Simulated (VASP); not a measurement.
A run of VASP 6.6.1 is set up as follows.

INCAR

```
SYSTEM = HgTe
ALGO     = Normal         ! electronic algorithm
EDIFF    = 1E-6           ! SCF threshold, eV
ENCUT    = 500            ! plane-wave cutoff, eV
GGA      = PE             ! functional
GGA_COMPAT= .False.      
ISIF     = 2              ! what is computed and relaxed
ISMEAR   = 0              ! smearing method
IVDW     = 13             ! dispersion correction
LASPH    = .True.         ! aspherical terms in the spheres
LCHARG   = .True.         ! write CHGCAR
LDAU     = .True.         ! DFT+U
LDAUJ    = 0.57 0       
LDAUL    = 2 -1           ! shell
LDAUPRINT= 1            
LDAUTYPE = 1            
LDAUU    = 8.7 0          ! U, eV
LELF     = .True.         ! ELF
LREAL    = .False.        ! projectors in reciprocal space
LVHAR    = .True.       
LWAVE    = .False.        ! write WAVECAR
NBANDS   = 16             ! bands
NELECT   = 17.9         
NELM     = 200            ! most SCF steps
PREC     = Accurate       ! precision mode
SIGMA    = 0.1            ! smearing width, eV
```

KPOINTS

```
k-points
0
Gamma
  2 2 2
  0 0 0
```

The input POSCAR:

```
HgTe
1.0
    0.0000000000      3.0771170000      3.0771170000
    3.0771170000      0.0000000000      3.0771170000
    3.0771170000      3.0771170000      0.0000000000
Hg Te
1 1
Direct
    0.0000000000      0.0000000000      0.0000000000
    0.5000000000      0.5000000000      0.5000000000
```

Potentials or basis: VASP PAW PBE potentials, release 64 (Hg, Te).

Launch:

```console
$ cat potpaw_PBE.64/Hg/POTCAR potpaw_PBE.64/Te/POTCAR > POTCAR
$ mpirun -np 1 vasp_std > vasp.out
```

Question: Estimate the dispersion energy per atom.

Answer: -0.456 eV.

Eigenvalues of the final occupation matrices:
| site | spin | trace | eigenvalues |
| --- | --- | --- | --- |
| site 1 d | 1 | 5.03 | 1.00 1.00 1.00 1.01 1.01 |
| site 1 d | 2 | 5.03 | 1.00 1.00 1.00 1.01 1.01 |

Caveat: the k points lie up to 0.88 Å⁻¹ apart, too coarse for converged energies, forces and pressures; the cell carries a net charge on a neutralising background, which shifts energy and pressure; the cell is charged against a uniform background, so pressure and absolute levels hang on convention; spin-orbit coupling is left out, which moves the levels of the heavy elements; U without spin polarisation on a metal has little footing; the U is typed as a test and isn't derived for this compound.
